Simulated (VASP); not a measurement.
## Ti: single point with PBEsol

Crystal: Ti.

```
CELL_PARAMETERS angstrom
0.00000 2.09090 1.99955
2.09090 0.00000 1.99955
2.09090 2.09090 0.00000
ATOMIC_POSITIONS crystal
Ti 0.00000 0.00000 0.00000
```

This cell differs from its parent crystal: strain +0.030 along x and y, -0.015 along z.

```json
{
  "Program": "VASP 6.6.1",
  "Task": "single point",
  "Functional": "PBEsol",
  "Potentials or basis": "VASP PAW PBE potentials, release 64 (Ti_sv)",
  "Cutoff": "520 eV",
  "k mesh": "10 × 10 × 10",
  "Occupations": "gaussian, width 0.15 eV",
  "Spin": "no spin polarisation"
}
```

- Pressure: -5.2 GPa
- Band gap on the k mesh: zero (band 6 reaches 8.80 eV, above the bottom of band 7 at 7.71 eV)

Stress tensor (GPa, compression positive):
```
-5.70  0.00  0.00
 0.00 -5.70  0.00
 0.00  0.00 -4.17
```

Levels at points of the mesh, in eV from the Fermi level:
| k point | band 3 | band 4 | band 5 | band 6 | band 7 | band 8 | band 9 | band 10 |
| --- | --- | --- | --- | --- | --- | --- | --- | --- |
| (0.00, 0.00, 0.00) | -32.45 | -32.44 | -6.08 | 0.77 | 0.77 | 1.11 | 2.28 | 2.67 |
| (0.50, 0.00, 0.00) | -32.55 | -32.51 | -2.58 | 0.56 | 0.63 | 0.96 | 3.48 | 3.65 |
| (0.50, 0.50, 0.00) | -32.71 | -32.71 | -2.54 | -1.75 | 3.37 | 3.54 | 3.85 | 3.85 |
| (0.50, 0.00, 0.50) | -32.69 | -32.64 | -2.57 | -1.64 | 2.55 | 3.54 | 3.71 | 3.96 |

It used 48 s of CPU time on 1 thread of Intel Xeon 6975P-C, on a shared host.

Caveat: the cell differs from its parent crystal (strain +0.030 along x and y, -0.015 along z); the PAW data sets were made with another functional, which shifts forces and pressure a little.
